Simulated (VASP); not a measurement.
Set up this calculation in VASP 6.6.1, as the native input.

```
Task                   : single point
Functional             : PBE
Potentials or basis    : VASP PAW PBE potentials, release 64 (Si)
Cutoff                 : 520 eV
k mesh                 : 10 × 10 × 10
Occupations            : fermi-dirac, width 0.05 eV
Spin                   : no spin polarisation
Dipole correction      : no
Further INCAR settings : ALGO = Normal; EDIFF = 1e-06; NBANDS = 26
```

The structure of Si lies in POSCAR:

```
Si
1.0
   -3.2731566650      3.2731566650      3.2731566650
    3.2731566650     -3.2731566650      3.2731566650
    3.2731566650      3.2731566650     -3.2731566650
Si
8
Direct
    0.2055068700      0.2055068700      0.2055068700
    0.5000000000      0.0000000000      0.2944931300
    0.2944931300      0.5000000000      0.0000000000
    0.0000000000      0.2944931300      0.5000000000
    0.7944931300      0.7944931300      0.7944931300
    0.5000000000      0.0000000000      0.7055068700
    0.7055068700      0.5000000000      0.0000000000
    0.0000000000      0.7055068700      0.5000000000
```

These files were run (other wordings do the same):

INCAR

```
SYSTEM = Si
PREC     = Accurate       ! precision mode
ENCUT    = 520            ! plane-wave cutoff, eV
EDIFF    = 1E-6           ! SCF threshold, eV
ISMEAR   = -1             ! smearing method
SIGMA    = 0.05           ! smearing width, eV
LREAL    = .False.        ! projectors in reciprocal space
LASPH    = .True.         ! aspherical terms in the spheres
NELM     = 60             ! most SCF steps
ALGO     = Normal         ! electronic algorithm
ISIF     = 2              ! what is computed and relaxed
LWAVE    = .False.        ! write WAVECAR
LCHARG   = .True.         ! write CHGCAR
GGA      = PE             ! functional
LELF     = .True.         ! ELF
LVHAR    = .True.       
NBANDS   = 26             ! bands
```

KPOINTS

```
regular mesh
0
Gamma
  10 10 10
  0 0 0
```

Potentials or basis: VASP PAW PBE potentials, release 64 (Si).

Command:

```sh
$ cat potpaw_PBE.64/Si/POTCAR > POTCAR
$ mpirun -np 1 vasp_std > vasp.out
```

It gave:

```
Pressure               : 4.7 GPa
Largest force          : 0.003 eV/Å
Band gap on the k mesh : zero (bands 16 and 17 overlap by 0.28 eV)
```

Caveat: the cell stands under pressure; semilocal functionals underestimate gaps, and a narrow one can read as zero.

It took 2.3 min on 1 thread of Oxide Virtual Turin-like Processor (shared host), peak memory 0.3 GiB.
